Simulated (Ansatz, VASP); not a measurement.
**InSb in VASP and in Ansatz**

```
In Sb
1.0
     0.00000    3.23910    3.30388
     3.23910    0.00000    3.30388
     3.23910    3.23910    0.00000
In Sb
1 1
Direct
  0.00000 0.00000 0.00000
  0.75000 0.75000 0.75000
```

Change from the starting cell: zz strain of +2 %.

Alike in both runs: task single point; functional LDA; k mesh 10 × 10 × 10; occupations fermi-dirac, width 0.03 eV; no spin polarisation.

|  | VASP | Ansatz |
| --- | --- | --- |
| version | VASP 6.6.1 | Ansatz 0.2.0 |
| potentials or method | VASP PAW LDA potentials, release 64 (In_d, Sb), cutoff 520 eV | all-electron LAPW, scalar-relativistic |

|  | VASP | Ansatz | Ansatz less VASP |
| --- | --- | --- | --- |
| pressure (GPa) | -1.4 | -1.4 | -0.06 |
| traceless stress, the component that is largest in VASP (GPa) | -0.40 | -0.40 | 0.000 |

LDA's correlation is that of Perdew and Zunger in VASP and of Perdew and Wang (1992) in Ansatz. Ansatz ran all-electron here, and VASP with PAW potentials.

Neither program's run includes spin-orbit coupling.
